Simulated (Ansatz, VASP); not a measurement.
# Fe: VASP beside Ansatz

File INCAR:

```
SYSTEM = Fe
PREC = Accurate ; ENCUT = 520
EDIFF = 1E-6 ; ISMEAR = 0
SIGMA = 0.1 ; LREAL = .False.
LASPH = .True. ; NELM = 150
ALGO = Normal ; ISIF = 2
LWAVE = .False. ; LCHARG = .False.
ISPIN = 2 ; MAGMOM = 4
LORBIT = 11 ; LMAXMIX = 4
GGA = PE ; NBANDS = 14
```

Contents of KPOINTS:

```
Automatic mesh
0
Gamma
  20 20 20
  0 0 0
```

The input POSCAR:

```
Fe
1.0
    0.0000000000      1.9154967481      1.9385464314
    1.4781880421      0.0000000000      1.9385464314
    1.4781880421      1.9154967481      0.0000000000
Fe
1
Direct
    0.0000000000      0.0000000000      0.0000000000
```

Input for Ansatz:

```yaml
crystal:
  lattice:
    - [0.0, 1.9154967481, 1.9385464314]
    - [1.4781880421, 0.0, 1.9385464314]
    - [1.4781880421, 1.9154967481, 0.0]
  atoms:
    - { symbol: Fe, position: [0.0, 0.0, 0.0], spin: 4.0 }
basis:
  ecutwfc: 420
kpoints:
  mp_grid: { grid: [20, 20, 20] }
hamiltonian:
  xc: pbe
scf:
  occupations: { method: gaussian, width: 0.1 }
  lower_state_search: "off"
output:
  forces: true
  stress: true
  eigenvalues: true
  populations: true
  write_density: true
  write_potential: true
  elf: true
  volumetric_format: npy
magnetization:
  spin_polarized: true
```

Alike in both runs: task single point; functional PBE; k mesh 20 × 20 × 20; occupations gaussian, width 0.1 eV; collinear spin.

|  | VASP | Ansatz |
| --- | --- | --- |
| version | VASP 6.6.1 | Ansatz 0.2.0 |
| potentials or method | VASP PAW PBE potentials, release 64 (Fe), cutoff 520 eV | scalar-relativistic, plane waves, PAW |
| valence electrons in the cell | 8 | 16 |

|  | VASP | Ansatz | Ansatz less VASP |
| --- | --- | --- | --- |
| gap on the k mesh at the Fermi level (eV) | none | none | - |
| pressure (GPa) | 7.5 | 7.8 | +0.26 |
| traceless stress, the component that is largest in VASP (GPa) | -6.41 | -6.51 | -0.096 |
| net moment per atom (μB) | 2.15 | 2.13 | -0.019 |
| size of the moment on the site where the two differ most (μB) | 2.14 | 2.17 | +0.028 |

Site moments also hang on the region over which each program counts them. A gap of «none» marks a metal or a gap that the smearing closes. With one functional, cell and mesh, what is left measures potentials, basis and numerics. VASP's potentials hold 8 valence electrons a cell and Ansatz's 16, so a difference there can come from the potentials and not from the codes.
